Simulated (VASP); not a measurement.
C:

```
C
1.0
     1.28459    0.00000    0.00000
    -0.46006    3.36650    0.00000
    -0.18355   -1.24868    3.19483
C
1
Direct
  0.50000 0.50000 0.00000
```

```yaml
Program: VASP 6.6.1
Task: relaxation of cell and atoms
Functional: PBE
Potentials_or_basis: VASP PAW PBE potentials, release 64 (C_h)
Cutoff: 910 eV
k_mesh: 12 × 6 × 6
Occupations: gaussian, width 0.1 eV
Spin: no spin polarisation
```

At the start: pressure -0.2 GPa; volume 13.82 Å³/atom.

Task: How do energy, volume and symmetry change on relaxing?

Result: Over 9 steps the energy falls by 6.3 meV/atom and the volume is 12.62 Å³/atom (-8.7 %); space group P-1 (No. 2, to 0.05 Å).

Step by step:
```tsv
step	energy change (eV)	largest force (eV/Å)	pressure (GPa)	volume (Å³)
1	0.0000	0.0000	-0.20	13.82
2	0.0016	0.0000	-4.03	13.78
3	-0.0004	0.0000	-1.42	13.81
4	-0.0016	0.0000	-1.32	13.66
5	-0.0045	0.0000	-0.99	13.22
6	-0.0060	0.0000	-0.11	12.37
7	-0.0062	0.0000	-0.41	12.63
8	-0.0042	0.0000	3.12	12.57
9	-0.0063	0.0000	0.11	12.62
```

Final structure:
```yaml
crystal:
  lattice:
    - [1.28546, -0.00547, 0.00872]
    - [-0.47463, 3.24979, 0.00785]
    - [-0.15680, -1.19346, 3.01734]
  atoms:
    - { symbol: C, position: [0.50000, 0.50000, 0.00000] }
```

Caveat: the k points lie up to 0.41 Å⁻¹ apart in the final cell; the cutoff is under 1.25 times the usual one of these potentials, so pressure, stress and relaxed cells hold a basis-set (Pulay) error.
